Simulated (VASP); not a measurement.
The system is HfN.

```
Hf N
1.0
     0.00000    2.25600    2.25600
     2.25600    0.00000    2.25600
     2.25600    2.25600    0.00000
Hf N
1 1
Cartesian
  0.0000 0.0000 0.0000
  2.2560 2.2560 2.2560
```

Base run:

* Program: VASP 6.6.1
* Functional: RPBE
* Potentials or basis: VASP PAW PBE potentials, release 64 (Hf_pv, N)
* Cutoff: 600 eV
* k mesh: 10 × 10 × 10
* Occupations: fermi-dirac, width 0.05 eV
* Spin: no spin polarisation

Its results: pressure 8.7 GPa.

Problem. After a change of settings the same cell gave: pressure 13.7 GPa. Which change was it?
A. functional from RPBE to PBE; occupations from fermi-dirac, width 0.05 eV to gaussian, width 0.015 eV
B. functional from RPBE to revPBE
C. functional from RPBE to PBE; cutoff from 600 eV to 520 eV
D. functional from RPBE to BLYP

Solution. D.

Caveats: the PAW data sets were made with another functional, which shifts forces and pressure a little.
